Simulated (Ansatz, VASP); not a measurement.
# Two plane-wave programs on BaTiO3

POSCAR

```
BaTiO3
1.0
   -3.9688181300     -3.9688181300      0.0000000000
   -3.9688181300      3.9688181300      0.0000000000
    0.0000000000      0.0000000000     -4.0021277700
Ti O Ba
2 6 2
Direct
    0.0000000000      0.5000000000      0.4900000000
    0.5000000000      0.0000000000      0.4900000000
    0.7500000000      0.7500000000      0.5210000000
    0.2500000000      0.2500000000      0.5210000000
    0.7500000000      0.2500000000      0.5210000000
    0.2500000000      0.7500000000      0.5210000000
    0.0000000000      0.5000000000      0.0220000000
    0.5000000000      0.0000000000      0.0220000000
    0.0000000000      0.0000000000      0.0000000000
    0.5000000000      0.5000000000      0.0000000000
```

The input INCAR.step1:

```
SYSTEM = BaTiO3
  PREC = Accurate
  ENCUT = 520
  ISMEAR = 0
  SIGMA = 0.1698
  LREAL = .FALSE.
  LASPH = .TRUE.
  NELM = 150
  ISPIN = 2
  MAGMOM = 0 0 0 0 0 0 0 0 0 0
  LMAXMIX = 4
  NBANDS = 55
  GGA = PE
  ALGO = Normal
  EDIFF = 1E-4
  LWAVE = .TRUE.
  LCHARG = .FALSE.
```

INCAR.step2

```
SYSTEM = BaTiO3
  PREC = Accurate
  ENCUT = 520
  EDIFF = 1E-7
  ISMEAR = 0
  SIGMA = 0.1698
  LREAL = .FALSE.
  LASPH = .TRUE.
  NELM = 150
  ALGO = Normal
  ISIF = 2
  LWAVE = .FALSE.
  LCHARG = .FALSE.
  ISPIN = 2
  MAGMOM = 0 0 0 0 0 0 0 0 0 0
  LORBIT = 11
  LMAXMIX = 4
  METAGGA = R2SCAN
  LMIXTAU = .TRUE.
  NBANDS = 55
  ISTART = 1
```

Contents of KPOINTS:

```
Automatic mesh
0
G
  3 3 5
  0 0 0
```

Input for Ansatz:

```yaml
crystal:
  lattice:
    - [3.96881813, 3.96881813, 0.0]
    - [3.96881813, -3.96881813, 0.0]
    - [0.0, 0.0, 4.00212777]
  atoms:
    - { symbol: Ti, position: [0.0, 0.5, 0.51] }
    - { symbol: Ti, position: [0.5, 0.0, 0.51] }
    - { symbol: O, position: [0.25, 0.25, 0.479] }
    - { symbol: O, position: [0.75, 0.75, 0.479] }
    - { symbol: O, position: [0.25, 0.75, 0.479] }
    - { symbol: O, position: [0.75, 0.25, 0.479] }
    - { symbol: O, position: [0.0, 0.5, 0.978] }
    - { symbol: O, position: [0.5, 0.0, 0.978] }
    - { symbol: Ba, position: [0.0, 0.0, 0.0] }
    - { symbol: Ba, position: [0.5, 0.5, 0.0] }
kpoints:
  mp_grid: { grid: [3, 3, 5], shift: [0.0, 0.0, 0.0] }
  band_path:
    path:
      - [0.0, 0.0, 0.0]
      - [0.5, -0.5, 0.0]
      - [1.0, 0.0, 0.0]
      - [0.0, 0.0, 0.0]
      - [0.0, 0.0, 0.5]
      - [0.5, -0.5, 0.5]
      - [1.0, 0.0, 0.5]
      - [0.0, 0.0, 0.5]
    npoints: 7
magnetization:
  spin_polarized: true
scf:
  occupations: { method: gaussian, width: 0.1698 }
  lower_state_search: "off"
  max_iter: 200
hamiltonian:
  pseudopotentials: { kind: paw }
  xc: r2scan
basis:
  ecutwfc: 500
  fft_grid_basis: typed
output:
  forces: true
  stress: true
  eigenvalues: true
  bader: true
  populations: true
  elf: true
  write_potential: true
  volumetric_format: npy
  dos:
    e_range: [-12, 8]
    de: 0.05
    projected: { site_lists: { Ba: [Ba], O: [O], Ti: [Ti] } }
checkpoint:
  read: saved_state
```

Alike in both runs: task single point; functional r2SCAN; k mesh 3 × 3 × 5; occupations gaussian, width 0.1698 eV; collinear spin.

```csv
,VASP,Ansatz
version,VASP 6.6.1,Ansatz 0.2.0
potentials or method,"VASP PAW PBE potentials, release 64 (Ti_sv, O, Ba_sv), cutoff 520 eV",PAW plane waves
valence electrons in the cell,80,80
```

```csv
,VASP,Ansatz,Ansatz less VASP
gap on the k mesh at the Fermi level (eV),2.22,2.24,+0.023
pressure (GPa),5.1,3.0,-2.07
rms of the force components (eV/Å),0.104,0.113,+0.0093
net moment per atom (μB),0.00,0.00,0.000
```

VASP's potentials were made for PBE, not for r2SCAN. Ansatz's warnings: no starting moments.

Neither program's run includes spin-orbit coupling.
